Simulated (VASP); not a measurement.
Here is a VASP 6.6.1 calculation.

File INCAR:

```
SYSTEM = PbI2
ALGO = Normal ; EDIFF = 1E-6
ENCUT = 500 ; GGA = PS
GGA_COMPAT = .FALSE. ; ISIF = 2
ISMEAR = 0 ; LASPH = .TRUE.
LCHARG = .FALSE. ; LREAL = .FALSE.
LWAVE = .FALSE. ; NBANDS = 21
NELM = 120 ; PREC = Accurate
SIGMA = 0.01
```

Contents of KPOINTS:

```
k-points
0
G
  6 6 4
  0 0 0
```

The input POSCAR:

```
PbI2
1.0
    4.5657260587      0.0000000000      0.0000000000
   -2.2828630293      3.9540347535      0.0000000000
    0.0000000000      0.0000000000      7.0410820790
Pb I
1 2
Direct
    0.0000000000      0.0000000000      0.0000000000
    0.3333333333      0.6666666667      0.2667794131
    0.6666666667      0.3333333333      0.7332205869
```

Potentials or basis: VASP PAW PBE potentials, release 64 (Pb_d, I).

Command:

```sh
$ cat potpaw_PBE.64/Pb_d/POTCAR potpaw_PBE.64/I/POTCAR > POTCAR
$ mpirun -np 1 vasp_std > vasp.out
```

(1) Estimate the band gap on the k mesh.

(2) Estimate the largest force.

(3) Predict the pressure.

## Answers

(1) 2.13 eV.

(2) 0.109 eV/Å.

(3) -0.5 GPa.

Caveat: the PAW data sets were made with another functional, which shifts forces and pressure a little; spin-orbit coupling is left out, which moves the levels of the heavy elements; this functional lacks dispersion, which binds the layers, so the pressure and a relaxed spacing across them are unreliable.
